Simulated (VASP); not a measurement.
# AlCo (P4/mmm) in VASP: a series of runs, part 2 of 2

VASP 6.6.1.

### Step 4. Single point, PBE, collinear spin, ferrimagnetic start (strain +0.040 along x and y, -0.040 along z)

File INCAR:

```
SYSTEM = AlCo
ALGO = Normal
EDIFF = 1E-7
ENCUT = 520
GGA = PE
ISIF = 2
ISMEAR = 0
ISPIN = 2
LASPH = .True.
LCHARG = .False.
LMAXMIX = 4
LORBIT = 11
LREAL = .False.
LWAVE = .False.
MAGMOM = -0.01 0.16
NBANDS = 17
NELM = 150
PREC = Accurate
SIGMA = 0.15
```

File KPOINTS:

```
k-points
0
Gamma
  16 16 16
  0 0 0
```

File POSCAR:

```
AlCo
1.0
    2.9321793384      0.0000000000      0.0000000000
    0.0000000000      2.9321793384      0.0000000000
    0.0000000000      0.0000000000      2.7066270816
Al Co
1 1
Direct
    0.0000000000      0.0000000000      0.0000000000
    0.5000000000      0.5000000000      0.5000000000
```

Potentials or basis: VASP PAW PBE potentials, release 64 (Al, Co).

Started as:

```console
$ cat potpaw_PBE.64/Al/POTCAR potpaw_PBE.64/Co/POTCAR > POTCAR
$ mpirun -np 1 vasp_std > vasp.out
```

OUTCAR:

```text
SYSTEM = AlCo
   EDIFF = 1E-7
   ENCUT = 520
   GGA = PE
   ISIF = 2
   ISMEAR = 0
   ISPIN = 2
   LASPH = .True.
   LORBIT = 11
   LREAL = .False.
   NELM = 150
   PREC = Accurate

 ion  position               nearest neighbor table
   1  0.000  0.000  0.000-   2 2.48   2 2.48   2 2.48   2 2.48   2 2.48   2 2.48   2 2.48   2 2.48

   2  0.500  0.500  0.500-   1 2.48   1 2.48   1 2.48   1 2.48   1 2.48   1 2.48   1 2.48   1 2.48

  LATTYP: Found a simple tetragonal cell.
 ALAT       =     2.9321793384
 C/A-ratio  =     0.9230769231

  Lattice vectors:

 A1 = (   2.9321793384,   0.0000000000,   0.0000000000)
 A2 = (   0.0000000000,   2.9321793384,   0.0000000000)
 A3 = (   0.0000000000,   0.0000000000,   2.7066270816)

Analysis of symmetry for initial positions (statically):
=====================================================================
 Subroutine PRICEL returns:
 Original cell was already a primitive cell.

 Routine SETGRP: Setting up the symmetry group for a
 simple tetragonal supercell.

 Subroutine GETGRP returns: Found 16 space group operations
 (whereof 16 operations were pure point group operations)
 out of a pool of 16 trial point group operations.

The static configuration has the point symmetry D_4h.

Analysis of symmetry for dynamics (positions and initial velocities):
=====================================================================
 Subroutine PRICEL returns:
 Original cell was already a primitive cell.

 Routine SETGRP: Setting up the symmetry group for a
 simple tetragonal supercell.

 Subroutine GETGRP returns: Found 16 space group operations
 (whereof 16 operations were pure point group operations)
 out of a pool of 16 trial point group operations.

The dynamic configuration has the point symmetry D_4h.

Analysis of structural, dynamic, and magnetic symmetry:
=====================================================================
 Subroutine PRICEL returns:
 Original cell was already a primitive cell.

 Routine SETGRP: Setting up the symmetry group for a
 simple tetragonal supercell.

 Subroutine GETGRP returns: Found 16 space group operations
 (whereof 16 operations were pure point group operations)
 out of a pool of 16 trial point group operations.

The overall configuration has the point symmetry D_4h.

 Subroutine INISYM returns: Found 16 space group operations
 (whereof 16 operations are pure point group operations),
 and found     1 'primitive' translations

----------------------------------------------------------------------------------------

                                     Primitive cell

  volume of cell :      23.2707

  direct lattice vectors                    reciprocal lattice vectors
     2.932179338  0.000000000  0.000000000     0.341043260  0.000000000  0.000000000
     0.000000000  2.932179338  0.000000000     0.000000000  0.341043260  0.000000000
     0.000000000  0.000000000  2.706627082     0.000000000  0.000000000  0.369463531

  length of vectors
     2.932179338  2.932179338  2.706627082     0.341043260  0.341043260  0.369463531

  position of ions in fractional coordinates (direct lattice)
     0.000000000  0.000000000  0.000000000
     0.500000000  0.500000000  0.500000000

  ion indices of the primitive-cell ions
   primitive index   ion index
                 1           1
[... 69 lines left out ...]
   LSORBIT =      F    spin-orbit coupling
   LASPH  =      T    aspherical Exc in radial PAW
   ENCUT  =  520.0 eV  38.22 Ry    6.18 a.u.   5.45  5.45  5.03*2*pi/ulx,y,z
   NELM   =    150;   NELMIN=  2; NELMDL= -5     # of ELM steps
   EDIFF  = 0.1E-06   stopping-criterion for ELM
   LREAL  =      F    real-space projection
   EDIFFG = 0.1E-05   stopping-criterion for IOM
   NSW    =      0    number of steps for IOM
   IBRION =     -1    ionic relax: 0-MD 1-quasi-New 2-CG
   NFREE  =      0    steps in history (QN), initial steepest desc. (CG)
   ISIF   =      2    stress and relaxation
   ISYM   =      2    0-nonsym 1-usesym 2-fastsym
   POTIM  = 0.5000    time-step for ionic-motion
   TEBEG  =    0.0;   TEEND  =   0.0 temperature during run
   PSTRESS=    0.0 pullay stress
   NELECT =      12.0000    total number of electrons
   NUPDOWN=      -1.0000    fix difference up-down
   EMIN   =  10.00;   EMAX   =-10.00  energy-range for DOS
   EFERMI =   0.00;   METHOD = LEGACY
   ISMEAR =     0;   SIGMA  =   0.15  broadening in eV -4-tet -1-fermi 0-gaus
   EFERMI_NEDOS =   21; number of points for ismear=-14 and -15
   IALGO  =     38    algorithm
   IMIX   =      4    mixing-type and parameters
     AMIX     =   0.40;   BMIX     =  1.00
     AMIX_MAG =   1.60;   BMIX_MAG =  1.00
  volume/ion in A,a.u.               =      11.64        78.52
  Fermi-wavevector in a.u.,A,eV,Ry     =   1.312801  2.480833 23.448897  1.723445
  Thomas-Fermi vector in A             =   2.443168
   LORBIT       =     11    0 simple, 1 ext, 2 COOP (PROOUT), +10 PAW based schemes
   GGA     = PE    functional components
   LHFCALC =     F    Hartree Fock is set to
   AEXX    =    0.0000 exact exchange contribution
   IVDW    =     0    specifies the selected vdW correction
   LEPSILON=     F    determine dielectric tensor
   LRPA    =     F    only Hartree local field effects (RPA)
 spin polarized calculation
 Gauss-broadening in eV      SIGMA  =   0.15
  energy-cutoff  :      520.00
  volume of cell :       23.27
 maximum number of plane-waves:       646
 NGX is ok and might be reduce to    24
   NGX = 11   NGY = 11   NGZ = 11

 number of electron      12.0000007 magnetization       0.0004536

 number of electron      12.0000007 magnetization      -0.0002697

 Free energy of the ion-electron system (eV)
  ---------------------------------------------------
  ext. energy  EPLUGINS =         0.00000000
  ---------------------------------------------------
  free energy    TOTEN  =       -11.93283785 eV

  energy without entropy =      -11.91918835  energy(sigma->0) =      -11.92601310

 E-fermi :  10.4170     XC(G=0): -12.2388

 val. band max:       10.4091093406   @ k =   0.3750   0.3125   0.4375
 cond. band min:      10.4174404277   @ k =   0.5000   0.0625   0.3750
 fundamental gap:      0.0083310871
 Fermi energy:        10.4169504244

 spin component 1

 k-point     1 :       0.0000    0.0000    0.0000
  band No.  band energies     occupation
      1      -0.5420      1.00000
      2       7.5017      1.00000
      3       7.6376      1.00000
      4       9.4790      1.00000
      5       9.8109      1.00000
      6       9.8109      1.00000
[... 459 lines left out ...]
      6       9.8051      1.00000
[... 9 lines left out ...]
     16      31.6379      0.00000
     17      34.5860      0.00000

 [... further k-points ...]

 spin component 2

 k-point     1 :       0.0000    0.0000    0.0000
  band No.  band energies     occupation
      1      -0.5420      1.00000
      2       7.5012      1.00000
      3       7.6373      1.00000
      4       9.4788      1.00000
      5       9.8107      1.00000
      6       9.8107      1.00000
[... 459 lines left out ...]
      6       9.8049      1.00000
[... 9 lines left out ...]
     16      31.6379      0.00000
     17      34.5860      0.00000

 [... further k-points ...]

------------------------ aborting loop because EDIFF is reached ----------------------------------------

  FORCE on cell =-STRESS in cart. coord.  units (eV):
  Direction    XX          YY          ZZ          XY          YZ          ZX
  --------------------------------------------------------------------------------------
  -------------------------------------------------------------------------------------
  Total       -0.7533274     -0.7533274      1.6432921      0.0000000     -0.0000000      0.0000000
  in kB      -51.8662487    -51.8662487    113.1399216      0.0000000     -0.0000000      0.0000000
  external PRESSURE =       3.1358081 kB  Pullay stress =       0.0000000 kB

 VOLUME and BASIS-vectors are now :
 -----------------------------------------------------------------------------
  energy-cutoff  :      520.00
  volume of cell :       23.27
      direct lattice vectors                 reciprocal lattice vectors
     2.932179338  0.000000000  0.000000000     0.341043260  0.000000000  0.000000000
     0.000000000  2.932179338  0.000000000     0.000000000  0.341043260  0.000000000
     0.000000000  0.000000000  2.706627082     0.000000000  0.000000000  0.369463531

 POSITION                                       TOTAL-FORCE (eV/Angst)
 -----------------------------------------------------------------------------------
      0.00000      0.00000      0.00000         0.000000      0.000000      0.000000
      1.46609      1.46609      1.35331         0.000000      0.000000      0.000000
 -----------------------------------------------------------------------------------
    total drift:                                0.000000     -0.000000     -0.000000

  FREE ENERGIE OF THE ION-ELECTRON SYSTEM (eV)
  ---------------------------------------------------
  free  energy   TOTEN  =       -11.9328378538 eV

  energy  without entropy=      -11.9191883543  energy(sigma->0) =      -11.92601310

 total charge

# of ion       s       p       d       tot
------------------------------------------
    1        0.395   0.428   0.000   0.823
    2        0.435   0.501   7.504   8.440
--------------------------------------------------
tot          0.831   0.929   7.504   9.263

 magnetization (x)

# of ion       s       p       d       tot
------------------------------------------
    1        0.000   0.000   0.000   0.000
    2       -0.000   0.000  -0.000  -0.000
--------------------------------------------------
tot         -0.000   0.000  -0.000  -0.000
```

OSZICAR:

```text
N       E                     dE             d eps       ncg     rms          rms(c)
DAV:   1     0.371317792205E+02    0.37132E+02   -0.46650E+03 28292   0.701E+02
DAV:   2    -0.115221491397E+02   -0.48654E+02   -0.43051E+02 31315   0.149E+02
[... 13 lines left out ...]
DAV:  16    -0.119328409851E+02    0.27532E-04   -0.39204E-04 29178   0.134E-01    0.106E-02
DAV:  17    -0.119328362397E+02    0.47455E-05   -0.20924E-04 36512   0.938E-02    0.352E-03
DAV:  18    -0.119328377335E+02   -0.14938E-05   -0.18047E-06 32329   0.102E-02    0.228E-03
DAV:  19    -0.119328379811E+02   -0.24756E-06   -0.11822E-05 29061   0.236E-02    0.191E-03
DAV:  20    -0.119328378606E+02    0.12047E-06   -0.37351E-06 28802   0.134E-02    0.971E-04
DAV:  21    -0.119328378538E+02    0.67761E-08   -0.85637E-07 20300   0.638E-03
   1 F= -.11932838E+02 E0= -.11926013E+02  d E =-.136495E-01  mag=     0.0000
```

Wall time 9 min (1 thread of Oxide Virtual Turin-like, shared host); peak memory 0.31 GiB.

What came out:

| Item | Value |
| --- | --- |
| Free energy | -11.9328 eV |
| Pressure | 0.3 GPa |
| Band gap on the k mesh | zero (filled and empty bands overlap) |
| Net moment | 0.00 μB per cell |
| Valence electrons inside the program's atomic spheres | Al 0.82; Co 8.44 |

Caveat: the cell differs from its parent crystal (strain +0.040 along x and y, -0.040 along z).

### Step 5. Single point, PBE, collinear spin, ferrimagnetic start (strain +0.040 along x and y, +0.080 along z)

File INCAR:

```
PREC = Accurate
ENCUT = 520
EDIFF = 1E-7
ISMEAR = 0
SIGMA = 0.15
LREAL = F
LASPH = T
NELM = 150
ALGO = Fast
ISIF = 2
LWAVE = F
LCHARG = F
ISPIN = 2
MAGMOM = -0.01 0.16
LORBIT = 11
LMAXMIX = 4
GGA = PE
NBANDS = 17
```

File KPOINTS:

```
regular mesh
0
Gamma
  16 16 16
```

POSCAR, as its differences from that of step 4:

```diff
@@ -4,3 +4,3 @@
     0.0000000000      2.9321793384      0.0000000000
-    0.0000000000      0.0000000000      2.7066270816
+    0.0000000000      0.0000000000      3.0449554668
 Al Co
```

Potentials or basis: VASP PAW PBE potentials, release 64 (Al, Co).

Started as:

```console
$ cat potpaw_PBE.64/Al/POTCAR potpaw_PBE.64/Co/POTCAR > POTCAR
$ mpirun -np 1 vasp_std > vasp.out
```

OUTCAR:

```text
PREC = Accurate
   ENCUT = 520
   EDIFF = 1E-7
   ISMEAR = 0
   LREAL = F
   LASPH = T
   NELM = 150
   ISIF = 2
   ISPIN = 2
   LORBIT = 11
   GGA = PE

 ion  position               nearest neighbor table
   1  0.000  0.000  0.000-   2 2.57   2 2.57   2 2.57   2 2.57   2 2.57   2 2.57   2 2.57   2 2.57

   2  0.500  0.500  0.500-   1 2.57   1 2.57   1 2.57   1 2.57   1 2.57   1 2.57   1 2.57   1 2.57

  LATTYP: Found a simple tetragonal cell.
 ALAT       =     2.9321793384
 C/A-ratio  =     1.0384615385

  Lattice vectors:

 A1 = (   2.9321793384,   0.0000000000,   0.0000000000)
 A2 = (   0.0000000000,   2.9321793384,   0.0000000000)
 A3 = (   0.0000000000,   0.0000000000,   3.0449554668)

Analysis of symmetry for initial positions (statically):
=====================================================================
 Subroutine PRICEL returns:
 Original cell was already a primitive cell.

 Routine SETGRP: Setting up the symmetry group for a
 simple tetragonal supercell.

 Subroutine GETGRP returns: Found 16 space group operations
 (whereof 16 operations were pure point group operations)
 out of a pool of 16 trial point group operations.

The static configuration has the point symmetry D_4h.

Analysis of symmetry for dynamics (positions and initial velocities):
=====================================================================
 Subroutine PRICEL returns:
 Original cell was already a primitive cell.

 Routine SETGRP: Setting up the symmetry group for a
 simple tetragonal supercell.

 Subroutine GETGRP returns: Found 16 space group operations
 (whereof 16 operations were pure point group operations)
 out of a pool of 16 trial point group operations.

The dynamic configuration has the point symmetry D_4h.

Analysis of structural, dynamic, and magnetic symmetry:
=====================================================================
 Subroutine PRICEL returns:
 Original cell was already a primitive cell.

 Routine SETGRP: Setting up the symmetry group for a
[... 153 lines left out ...]
  ---------------------------------------------------
  free energy    TOTEN  =       -11.81379550 eV

  energy without entropy =      -11.80118613  energy(sigma->0) =      -11.80749081

 E-fermi :   8.9575     XC(G=0): -11.6809

 val. band max:        8.9555516122   @ k =   0.1875   0.0625   0.5000
 cond. band min:       8.9612786393   @ k =   0.5000   0.0000   0.3750
 fundamental gap:      0.0057270272
 Fermi energy:         8.9575223743

 spin component 1

 k-point     1 :       0.0000    0.0000    0.0000
  band No.  band energies     occupation
      1      -1.2540      1.00000
      2       6.5406      1.00000
      3       6.5852      1.00000
      4       8.2759      1.00000
      5       8.2759      1.00000
      6       8.3804      1.00000
[... 459 lines left out ...]
      6       8.2591      1.00000
[... 9 lines left out ...]
     16      27.7944      0.00000
     17      31.7695      0.00000

 [... further k-points ...]

 spin component 2

 k-point     1 :       0.0000    0.0000    0.0000
  band No.  band energies     occupation
      1      -1.2539      1.00000
      2       6.5395      1.00000
      3       6.5846      1.00000
      4       8.2756      1.00000
      5       8.2756      1.00000
      6       8.3799      1.00000
[... 459 lines left out ...]
      6       8.2587      1.00000
[... 9 lines left out ...]
     16      27.7945      0.00000
     17      31.7696      0.00000

 [... further k-points ...]

------------------------ aborting loop because EDIFF is reached ----------------------------------------

  FORCE on cell =-STRESS in cart. coord.  units (eV):
  Direction    XX          YY          ZZ          XY          YZ          ZX
  --------------------------------------------------------------------------------------
  -------------------------------------------------------------------------------------
  Total       -2.5426092     -2.5426092     -3.0211932      0.0000000      0.0000000      0.0000000
  in kB     -155.6066627   -155.6066627   -184.8958139      0.0000000      0.0000000      0.0000000
  external PRESSURE =    -165.3697131 kB  Pullay stress =       0.0000000 kB

 VOLUME and BASIS-vectors are now :
 -----------------------------------------------------------------------------
  energy-cutoff  :      520.00
  volume of cell :       26.18
      direct lattice vectors                 reciprocal lattice vectors
     2.932179338  0.000000000  0.000000000     0.341043260  0.000000000  0.000000000
     0.000000000  2.932179338  0.000000000     0.000000000  0.341043260  0.000000000
     0.000000000  0.000000000  3.044955467     0.000000000  0.000000000  0.328412028

 POSITION                                       TOTAL-FORCE (eV/Angst)
 -----------------------------------------------------------------------------------
      0.00000      0.00000      0.00000         0.000000      0.000000      0.000000
      1.46609      1.46609      1.52248         0.000000      0.000000      0.000000
 -----------------------------------------------------------------------------------
    total drift:                                0.000000      0.000000     -0.000000

  FREE ENERGIE OF THE ION-ELECTRON SYSTEM (eV)
  ---------------------------------------------------
  free  energy   TOTEN  =       -11.8137954957 eV

  energy  without entropy=      -11.8011861282  energy(sigma->0) =      -11.80749081

 total charge

# of ion       s       p       d       tot
------------------------------------------
    1        0.383   0.378   0.000   0.760
    2        0.391   0.413   7.434   8.238
--------------------------------------------------
tot          0.774   0.790   7.434   8.998

 magnetization (x)

# of ion       s       p       d       tot
------------------------------------------
    1        0.000   0.000   0.000   0.000
    2       -0.000   0.000  -0.001  -0.001
--------------------------------------------------
tot         -0.000   0.000  -0.001  -0.001
```

stdout:

```text
POSCAR found type information on POSCAR AlCo
 POSCAR found :  2 types and       2 ions
 scaLAPACK will be used
 LDA part: xc-table for (Slater+PW92), standard interpolation
 POSCAR, INCAR and KPOINTS ok, starting setup
 FFT: planning ... GRIDC
 FFT: planning ... GRID_SOFT
 FFT: planning ... GRID
 WAVECAR not read
 entering main loop
WARNING in EDDRMM: call to ZHEGV failed, returncode =   8  4     17
WARNING in EDDRMM: call to ZHEGV failed, returncode =   8  4     15
WARNING in EDDRMM: call to ZHEGV failed, returncode =   8  4     16
WARNING in EDDRMM: call to ZHEGV failed, returncode =   8  4     15
WARNING in EDDRMM: call to ZHEGV failed, returncode =   8  4     17
WARNING in EDDRMM: call to ZHEGV failed, returncode =   8  4     16
WARNING in EDDRMM: call to ZHEGV failed, returncode =   8  4     16
 num prob  num prob  num prob RMM:  22    -0.118137954957E+02   -0.93985E-07   -0.17768E-07 27319   0.364E-03
```

Run time: 9.4 min. Hardware: 1 thread of Oxide Virtual Turin-like, shared host; peak memory 0.34 GiB.

Results:

```yaml
Free_energy: -11.8138 eV
Pressure: -16.5 GPa
Band_gap_on_the_k_mesh: zero (filled and empty bands overlap)
Net_moment: 0.00 μB per cell
Valence_electrons_inside_the_program's_atomic_spheres: Al 0.76; Co 8.24
```

Levels at points of the mesh, in eV from the Fermi level:
Spin up:
| k point | band 4 | band 5 | band 6 | band 7 | band 8 | band 9 |
| --- | --- | --- | --- | --- | --- | --- |
| (0.00, 0.00, 0.00) | -0.68 | -0.68 | -0.58 | 4.62 | 5.86 | 5.86 |
| (0.50, 0.00, 0.00) | -1.54 | -1.32 | -0.58 | 0.27 | 8.23 | 9.26 |
| (0.50, 0.50, 0.00) | -2.21 | -1.30 | -1.30 | -0.09 | 2.35 | 3.01 |
| (0.00, 0.00, 0.50) | -1.33 | -1.33 | -0.50 | -0.01 | 8.27 | 10.31 |
| (0.50, 0.00, 0.50) | -2.33 | -1.15 | -1.12 | -0.19 | 2.04 | 2.73 |
| (0.50, 0.50, 0.50) | -0.17 | -0.07 | 2.39 | 2.48 | 2.48 | 3.09 |
Spin down:
```tsv
k point	band 2	band 3	band 4	band 5	band 6	band 7	band 8	band 9	band 10	band 11
(0.00, 0.00, 0.00)	-2.42	-2.37	-0.68	-0.68	-0.58	4.62	5.86	5.86	8.10	8.43
(0.50, 0.00, 0.00)	-5.92	-1.89	-1.54	-1.32	-0.58	0.27	8.23	9.26	9.90	10.43
(0.50, 0.50, 0.00)	-2.49	-2.21	-2.21	-1.30	-1.30	-0.09	2.35	3.01	10.91	14.21
(0.00, 0.00, 0.50)	-6.04	-1.95	-1.33	-1.33	-0.51	-0.01	8.28	10.31	10.31	10.52
(0.50, 0.00, 0.50)	-2.57	-2.54	-2.33	-1.15	-1.12	-0.19	2.04	2.73	11.73	14.92
(0.50, 0.50, 0.50)	-3.34	-3.33	-0.18	-0.07	2.39	2.48	2.48	3.09	4.61	4.61
```

Caveat: the cell differs from its parent crystal (strain +0.040 along x and y, +0.080 along z).

### Step 6. Overview

```tsv
cell	gap on the mesh (eV)	pressure (GPa)	moment (μB)
a = 2.932, b = 2.932, c = 2.819 Å, 2 atoms	none	-6.8	0.01
a = 3.045, b = 3.045, c = 2.932 Å, 2 atoms	none	-20.0	0.00
a = 2.932, b = 2.932, c = 2.707 Å, 2 atoms	none	0.3	0.00
a = 2.932, b = 2.932, c = 3.045 Å, 2 atoms	none	-16.5	0.00
```

Alike in all rows: task single point; level PBE; potentials or basis VASP PAW PBE potentials, release 64 (Al, Co); spin collinear, ferrimagnetic start; k mesh 16 × 16 × 16; cutoff (eV) 520; smearing gaussian 0.15 eV.

Absolute energies hang on the potentials; compare differences alone.
